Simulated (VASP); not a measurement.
# MgO (R-3m) in VASP: a series of runs

The runs below take MgO through single point, with PBEsol.

Program: VASP 6.6.1. These are calculated values, not measurements. Logs are shortened: lines on timing, memory, paths and dates and some standing lists are left out, and cuts for length are marked.

## 1. The cell of the first run

The structure is trigonal, space group R-3m (No. 166). The conventional cell has a = 2.530 Å, b = 2.530 Å, c = 10.535 Å, α = 90.00°, β = 90.00°, γ = 120.00°. Within 3.0 Å of Mg (site symmetry -3m) lie 6 O at 2.28 Å and 6 Mg at 2.53 Å. O (site symmetry -3m) has 6 Mg at 2.28 Å and 6 O at 2.53 Å within 3.0 Å.

## 2. Single point, PBEsol

INCAR reads:

```
SYSTEM = MgO
ALGO = Normal ; EDIFF = 1E-6
ENCUT = 520 ; GGA = PS
ISIF = 2 ; ISMEAR = 0
LASPH = .True. ; LCHARG = .False.
LREAL = .False. ; LWAVE = .False.
NBANDS = 11 ; NELM = 80
PREC = Accurate ; SIGMA = 0.05
```

KPOINTS reads:

```
k-points
0
Gamma
  10 10 10
  0 0 0
```

POSCAR reads:

```
MgO
1.0
    0.8348700175      2.6238771979      2.6238771979
    2.6238771979      0.8348700175      2.6238771979
    2.6238771979      2.6238771979      0.8348700175
Mg O
1 1
Direct
    0.0000000000      0.0000000000      0.0000000000
    0.5000000000      0.5000000000      0.5000000000
```

Potentials or basis: VASP PAW PBE potentials, release 64 (Mg, O).

Launch:

```console
cat potpaw_PBE.64/Mg/POTCAR potpaw_PBE.64/O/POTCAR > POTCAR
mpirun -np 1 vasp_std > vasp.out
```

OUTCAR:

```text
SYSTEM = MgO
   EDIFF = 1E-6
   ENCUT = 520
   GGA = PS
   ISIF = 2
   ISMEAR = 0
   LASPH = .True.
   LREAL = .False.
   NELM = 80
   PREC = Accurate

 ion  position               nearest neighbor table
   1  0.000  0.000  0.000-   2 2.28   2 2.28   2 2.28   2 2.28   2 2.28   2 2.28
   2  0.500  0.500  0.500-   1 2.28   1 2.28   1 2.28   1 2.28   1 2.28   1 2.28

  LATTYP: Found a trigonal (rhomboedric) cell.
 ALAT       =     3.8034814375
 COS(alpha) =     0.7787610619

  Lattice vectors:

 A1 = (   0.8348700175,   2.6238771979,   2.6238771979)
 A2 = (   2.6238771979,   0.8348700175,   2.6238771979)
 A3 = (   2.6238771979,   2.6238771979,   0.8348700175)

Analysis of symmetry for initial positions (statically):
=====================================================================
 Subroutine PRICEL returns:
 Original cell was already a primitive cell.

 Routine SETGRP: Setting up the symmetry group for a
 trigonal (rhombohedral) supercell.

 Subroutine GETGRP returns: Found 12 space group operations
 (whereof 12 operations were pure point group operations)
 out of a pool of 12 trial point group operations.

The static configuration has the point symmetry D_3d.

Analysis of symmetry for dynamics (positions and initial velocities):
=====================================================================
 Subroutine PRICEL returns:
 Original cell was already a primitive cell.

 Routine SETGRP: Setting up the symmetry group for a
 trigonal (rhombohedral) supercell.

 Subroutine GETGRP returns: Found 12 space group operations
 (whereof 12 operations were pure point group operations)
 out of a pool of 12 trial point group operations.

The dynamic configuration has the point symmetry D_3d.

 Subroutine INISYM returns: Found 12 space group operations
 (whereof 12 operations are pure point group operations),
 and found     1 'primitive' translations

----------------------------------------------------------------------------------------

                                     Primitive cell

  volume of cell :      19.4677

  direct lattice vectors                    reciprocal lattice vectors
     0.834870018  2.623877198  2.623877198    -0.317845259  0.241123990  0.241123990
     2.623877198  0.834870018  2.623877198     0.241123990 -0.317845259  0.241123990
     2.623877198  2.623877198  0.834870018     0.241123990  0.241123990 -0.317845259

  length of vectors
     3.803481438  3.803481438  3.803481438     0.466162167  0.466162167  0.466162167

  position of ions in fractional coordinates (direct lattice)
     0.000000000  0.000000000  0.000000000
     0.500000000  0.500000000  0.500000000

  ion indices of the primitive-cell ions
   primitive index   ion index
                 1           1
                 2           2

----------------------------------------------------------------------------------------

 KPOINTS: k-points

Automatic generation of k-mesh.
 Grid dimensions read from file:
 generate k-points for:   10   10   10

 Generating k-lattice:

  Cartesian coordinates                     Fractional coordinates (reciprocal lattice)
    -0.031784526  0.024112399  0.024112399     0.100000000 -0.000000000 -0.000000000
     0.024112399 -0.031784526  0.024112399    -0.000000000  0.100000000 -0.000000000
     0.024112399  0.024112399 -0.031784526    -0.000000000 -0.000000000  0.100000000

  Length of vectors
     0.046616217  0.046616217  0.046616217

  Shift w.r.t. Gamma in fractional coordinates (k-lattice)
     0.000000000  0.000000000  0.000000000

 Subroutine IBZKPT returns following result:
 ===========================================

 Found    116 irreducible k-points:

 Following reciprocal coordinates:
            Coordinates               Weight
  0.000000  0.000000  0.000000      1.000000
  0.100000  0.000000  0.000000      6.000000
  0.200000  0.000000  0.000000      6.000000
  0.300000  0.000000  0.000000      6.000000
  0.400000 -0.000000 -0.000000      6.000000
  0.500000 -0.000000 -0.000000      3.000000
[... 16 lines left out ...]
  0.300000  0.300000 -0.000000      6.000000
  0.400000  0.300000  0.000000     12.000000
 [... further k-points ...]
   k-points           NKPTS =    116   k-points in BZ     NKDIM =    116   number of bands    NBANDS=     11
   number of dos      NEDOS =    301   number of ions     NIONS =      2
   total plane-waves  NPLWV =  21952
   dimension x,y,z NGX =    28 NGY =   28 NGZ =   28
   dimension x,y,z NGXF=    56 NGYF=   56 NGZF=   56
   ions per type =               1   1
   NGX,Y,Z   is equivalent  to a cutoff of  12.24, 12.24, 12.24 a.u.
   NGXF,Y,Z  is equivalent  to a cutoff of  24.48, 24.48, 24.48 a.u.
 SYSTEM =  MgO
   PREC   = accura    normal or accurate (medium, high low for compatibility)
   ISTART =      0    job   : 0-new  1-cont  2-samecut
   ICHARG =      2    charge: 1-file 2-atom 10-const
   ISPIN  =      1    spin polarized calculation?
   LNONCOLLINEAR =      F non collinear calculations
   LSORBIT =      F    spin-orbit coupling
   LASPH  =      T    aspherical Exc in radial PAW
   ENCUT  =  520.0 eV  38.22 Ry    6.18 a.u.   7.07  7.07  7.07*2*pi/ulx,y,z
   NELM   =     80;   NELMIN=  2; NELMDL= -5     # of ELM steps
   EDIFF  = 0.1E-05   stopping-criterion for ELM
   LREAL  =      F    real-space projection
   EDIFFG = 0.1E-04   stopping-criterion for IOM
   NSW    =      0    number of steps for IOM
   IBRION =     -1    ionic relax: 0-MD 1-quasi-New 2-CG
   NFREE  =      0    steps in history (QN), initial steepest desc. (CG)
   ISIF   =      2    stress and relaxation
   ISYM   =      2    0-nonsym 1-usesym 2-fastsym
   POTIM  = 0.5000    time-step for ionic-motion
   TEBEG  =    0.0;   TEEND  =   0.0 temperature during run
   PSTRESS=    0.0 pullay stress
   NELECT =       8.0000    total number of electrons
   NUPDOWN=      -1.0000    fix difference up-down
   EMIN   =  10.00;   EMAX   =-10.00  energy-range for DOS
   EFERMI =   0.00;   METHOD = LEGACY
   ISMEAR =     0;   SIGMA  =   0.05  broadening in eV -4-tet -1-fermi 0-gaus
   EFERMI_NEDOS =   21; number of points for ismear=-14 and -15
   IALGO  =     38    algorithm
   IMIX   =      4    mixing-type and parameters
     AMIX     =   0.40;   BMIX     =  1.00
     AMIX_MAG =   1.60;   BMIX_MAG =  1.00
  volume/ion in A,a.u.               =       9.73        65.69
  Fermi-wavevector in a.u.,A,eV,Ry     =   1.217119  2.300022 20.155386  1.481379
  Thomas-Fermi vector in A             =   2.352450
   LORBIT       =      0    0 simple, 1 ext, 2 COOP (PROOUT), +10 PAW based schemes
   GGA     = PS    functional components
   LHFCALC =     F    Hartree Fock is set to
   AEXX    =    0.0000 exact exchange contribution
   IVDW    =     0    specifies the selected vdW correction
   LEPSILON=     F    determine dielectric tensor
   LRPA    =     F    only Hartree local field effects (RPA)
 non-spin polarized calculation
 Gauss-broadening in eV      SIGMA  =   0.05
  energy-cutoff  :      520.00
  volume of cell :       19.47
 maximum number of plane-waves:       538
   NGX = 15   NGY = 15   NGZ = 15

 number of electron       7.9999999 magnetization

 Free energy of the ion-electron system (eV)
  ---------------------------------------------------
  ext. energy  EPLUGINS =         0.00000000
  ---------------------------------------------------
  free energy    TOTEN  =        -8.30780172 eV

  energy without entropy =       -8.30710556  energy(sigma->0) =       -8.30745364

 E-fermi :   5.3494     XC(G=0): -11.2993

 val. band max:        5.3018600769   @ k =  -0.1000   0.1000   0.0000
 cond. band min:       5.3966159312   @ k =   0.2000   0.2000   0.1000
 fundamental gap:      0.0947558543
 Fermi energy:         5.3493531484

 k-point     1 :       0.0000    0.0000    0.0000
  band No.  band energies     occupation
      1     -13.5936      2.00000
      2       0.2327      2.00000
      3       2.2593      2.00000
      4       5.6932      0.00000
      5       5.6932      0.00000
      6      17.6607      0.00000
      7      17.8661      0.00000
      8      22.9810      0.00000
      9      22.9810      0.00000
     10      28.4006      0.00000
     11      28.4006      0.00000

 k-point     2 :       0.1000    0.0000    0.0000
  band No.  band energies     occupation
      1     -13.4275      2.00000
      2       0.2575      2.00000
      3       2.5160      2.00000
      4       5.2534      1.99334
      5       5.5772      0.00000
      6      16.9983      0.00000
      7      18.4820      0.00000
      8      21.4251      0.00000
      9      22.7666      0.00000
     10      26.5056      0.00000
     11      28.3655      0.00000

 k-point     3 :       0.2000    0.0000    0.0000
  band No.  band energies     occupation
      1     -12.9627      2.00000
      2       0.4122      2.00000
      3       2.5928      2.00000
      4       4.7911      2.00000
      5       5.2849      1.93170
      6      15.3464      0.00000
      7      19.4550      0.00000
      8      19.8863      0.00000
      9      22.2249      0.00000
     10      24.1082      0.00000
     11      27.4526      0.00000

 k-point     4 :       0.3000    0.0000    0.0000
  band No.  band energies     occupation
      1     -12.3126      2.00000
      2       0.6473      2.00000
      3       1.5796      2.00000
      4       4.9442      2.00000
      5       5.5826      0.00000
      6      13.4550      0.00000
      7      18.3640      0.00000
      8      20.7030      0.00000
      9      21.6316      0.00000
     10      22.5580      0.00000
     11      24.9853      0.00000
[... 239 lines left out ...]
 k-point    22 :      -0.2000    0.2000    0.0000
  band No.  band energies     occupation
      1     -12.0127      2.00000
      2       1.1136      2.00000
      3       1.3942      2.00000
      4       3.9812      2.00000
      5       6.1374      0.00000
      6      12.3635      0.00000
      7      18.0875      0.00000
      8      19.0279      0.00000
      9      22.0600      0.00000
     10      22.3590      0.00000
     11      25.8369      0.00000

 k-point    23 :       0.3000    0.3000   -0.0000
  band No.  band energies     occupation
      1     -12.2682      2.00000
      2      -0.1226      2.00000
      3       1.8298      2.00000
      4       4.9181      2.00000
      5       6.7624      0.00000
      6      12.6670      0.00000
      7      17.9549      0.00000
      8      19.5573      0.00000
      9      22.5506      0.00000
     10      22.7368      0.00000
     11      27.7666      0.00000

 k-point    24 :       0.4000    0.3000    0.0000
  band No.  band energies     occupation
      1     -11.8686      2.00000
      2       0.0569      2.00000
      3       1.3592      2.00000
      4       4.3445      2.00000
      5       7.6001      0.00000
      6      11.8150      0.00000
      7      17.6509      0.00000
      8      18.6267      0.00000
      9      21.9120      0.00000
     10      23.0400      0.00000
     11      26.1194      0.00000

 [... further k-points ...]
[... 5 lines left out ...]
  --------------------------------------------------------------------------------------
  -------------------------------------------------------------------------------------
  Total        1.5236675      1.5236675      1.5236675     -7.1260687     -7.1260687     -7.1260687
  in kB      125.3965565    125.3965565    125.3965565   -586.4694823   -586.4694823   -586.4694823
  external PRESSURE =     125.3965565 kB  Pullay stress =       0.0000000 kB

 VOLUME and BASIS-vectors are now :
 -----------------------------------------------------------------------------
  energy-cutoff  :      520.00
  volume of cell :       19.47
      direct lattice vectors                 reciprocal lattice vectors
     0.834870018  2.623877198  2.623877198    -0.317845259  0.241123990  0.241123990
     2.623877198  0.834870018  2.623877198     0.241123990 -0.317845259  0.241123990
     2.623877198  2.623877198  0.834870018     0.241123990  0.241123990 -0.317845259

 POSITION                                       TOTAL-FORCE (eV/Angst)
 -----------------------------------------------------------------------------------
      0.00000      0.00000      0.00000         0.000000     -0.000000      0.000000
      3.04131      3.04131      3.04131        -0.000000      0.000000     -0.000000
 -----------------------------------------------------------------------------------
    total drift:                                0.000000      0.000000      0.000000

  FREE ENERGIE OF THE ION-ELECTRON SYSTEM (eV)
  ---------------------------------------------------
  free  energy   TOTEN  =        -8.3078017156 eV

  energy  without entropy=       -8.3071055577  energy(sigma->0) =       -8.30745364
```

Run time: 42 s. Hardware: 1 thread of Intel Xeon Platinum 8259CL at 2.50GHz (Skylake/Cascade Lake), shared host; peak memory 0.17 GiB.

Results:

| Quantity | Value |
| --- | --- |
| Free energy | -8.3078 eV |
| Pressure | 12.5 GPa |
| Band gap on the k mesh | zero (band 4 reaches 5.69 eV, above the bottom of band 5 at 5.15 eV) |

Levels at points of the mesh, in eV from the Fermi level:
```
           k point  band 1  band 2  band 3  band 4  band 5  band 6  band 7  band 8
(0.00, 0.00, 0.00)  -18.94   -5.12   -3.09    0.34    0.34   12.31   12.52   17.63
(0.50, 0.00, 0.00)  -16.79   -5.74   -3.80   -0.76    1.61    6.48   11.42   15.63
(0.50, 0.50, 0.00)  -16.76   -5.63   -4.32   -0.79    3.10    5.28   11.08   13.35
(0.50, 0.50, 0.50)  -18.58   -8.66    0.27    0.27    2.88    7.76   17.99   18.91
```

Caveat: the PAW data sets were made with another functional, which shifts forces and pressure a little.

## 3. Single point, PBEsol

This run uses another cell than the first one, of the same volume but with other edges.

INCAR reads:

```
SYSTEM = MgO
PREC     = Accurate       ! precision mode
ENCUT    = 520            ! plane-wave cutoff, eV
EDIFF    = 1E-6           ! SCF threshold, eV
ISMEAR   = 0              ! smearing method
SIGMA    = 0.05           ! smearing width, eV
LREAL    = .FALSE.        ! projectors in reciprocal space
LASPH    = .TRUE.         ! aspherical terms in the spheres
NELM     = 60             ! most SCF steps
ALGO     = Normal         ! electronic algorithm
ISIF     = 2              ! what is computed and relaxed
LWAVE    = .FALSE.        ! write WAVECAR
LCHARG   = .FALSE.        ! write CHGCAR
GGA      = PS             ! functional
NBANDS   = 11             ! bands
```

KPOINTS reads:

```
Automatic mesh
0
G
  10 10 10
  0 0 0
```

POSCAR reads:

```
MgO
1.0
   -0.1020800456      2.0853495038      2.0853495038
    2.0853495038     -0.1020800456      2.0853495038
    2.0853495038      2.0853495038     -0.1020800456
Mg O
1 1
Direct
    0.0000000000      0.0000000000      0.0000000000
    0.5000000000      0.5000000000      0.5000000000
```

Potentials or basis: VASP PAW PBE potentials, release 64 (Mg, O).

Launch:

```console
cat potpaw_PBE.64/Mg/POTCAR potpaw_PBE.64/O/POTCAR > POTCAR
mpirun -np 1 vasp_std > vasp.out
```

Wall time 17 s (1 thread of Intel Xeon Platinum 8259CL at 2.50GHz (Skylake/Cascade Lake), shared host); peak memory 0.15 GiB.

Results (log left out):

```yaml
Free_energy: -12.4418 eV
Pressure: -6.3 GPa
Band_gap_on_the_k_mesh: 3.85 eV, direct
```

Stress tensor (GPa, compression positive):
```
-6.28  5.98  5.98
 5.98 -6.28  5.98
 5.98  5.98 -6.28
```

Levels at points of the mesh, in eV from the valence-band top:
```tsv
k point	band 2	band 3	band 4	band 5	band 6	band 7
(0.00, 0.00, 0.00)	-0.48	-0.48	0.00	3.85	14.39	14.39
(0.50, 0.00, 0.00)	-4.91	-1.00	-0.65	7.26	11.41	15.33
(0.50, 0.50, 0.00)	-4.30	-1.91	-1.33	8.20	9.47	12.13
(0.50, 0.50, 0.50)	-4.56	-1.23	-1.23	6.73	12.47	14.43
```

Caveat: the PAW data sets were made with another functional, which shifts forces and pressure a little.

## 4. Single point, PBEsol

This run uses another cell than the first one, of the same volume but with other edges.

INCAR reads:

```
SYSTEM = MgO
PREC = Accurate
ENCUT = 520
EDIFF = 1E-6
ISMEAR = 0
SIGMA = 0.05
LREAL = .False.
LASPH = .True.
NELM = 60
ALGO = Normal
ISIF = 2
LWAVE = .False.
LCHARG = .False.
GGA = PS
NBANDS = 11
```

KPOINTS reads:

```
regular mesh
0
Gamma
  10 10 10
  0 0 0
```

POSCAR reads:

```
MgO
1.0
    0.1109905151      2.1920626730      2.1920626730
    2.1920626730      0.1109905151      2.1920626730
    2.1920626730      2.1920626730      0.1109905151
Mg O
1 1
Direct
    0.0000000000      0.0000000000      0.0000000000
    0.5000000000      0.5000000000      0.5000000000
```

Launch:

```console
cat potpaw_PBE.64/Mg/POTCAR potpaw_PBE.64/O/POTCAR > POTCAR
mpirun -np 1 vasp_std > vasp.out
```

It took 18 s on 1 thread of Intel Xeon Platinum 8259CL at 2.50GHz (Skylake/Cascade Lake), shared host; peak memory 0.15 GiB.

Results (log left out):

| Quantity | Value |
| --- | --- |
| Free energy | -12.4252 eV |
| Pressure | -6.2 GPa |
| Band gap on the k mesh | 3.92 eV, direct |

Stress tensor (GPa, compression positive):
```
-6.23 -7.92 -7.92
-7.92 -6.23 -7.92
-7.92 -7.92 -6.23
```

Levels at points of the mesh, in eV from the valence-band top:
```tsv
k point	band 1	band 2	band 3	band 4	band 5	band 6	band 7	band 8	band 9
(0.00, 0.00, 0.00)	-17.21	-0.62	0.00	0.00	3.92	13.93	15.91	15.91	18.72
(0.50, 0.00, 0.00)	-15.93	-4.62	-1.13	-0.71	7.03	12.01	14.84	15.69	19.63
(0.50, 0.50, 0.00)	-15.73	-4.19	-1.81	-1.21	8.26	9.62	12.18	17.64	18.46
(0.50, 0.50, 0.50)	-16.17	-5.01	-0.49	-0.49	7.79	10.97	16.64	16.64	20.64
```

Caveat: the PAW data sets were made with another functional, which shifts forces and pressure a little.

## 5. Summary

| cell | gap on the mesh (eV) | pressure (GPa) |
| --- | --- | --- |
| a = 3.803 Å, angles 38.9°, 2 atoms | none | 12.5 |
| a = 2.951 Å, angles 63.2°, 2 atoms | 3.85 | -6.3 |
| a = 3.102 Å, angles 56.6°, 2 atoms | 3.92 | -6.2 |

Alike in all rows: task single point; level PBEsol; potentials or basis VASP PAW PBE potentials, release 64 (Mg, O); no spin polarisation; k mesh 10 × 10 × 10; cutoff (eV) 520; smearing gaussian 0.05 eV.

Caveats: the PAW data sets were made with another functional, which shifts forces and pressure a little.

Total energies depend on the potentials used, so only differences within one code and one set of settings carry meaning.
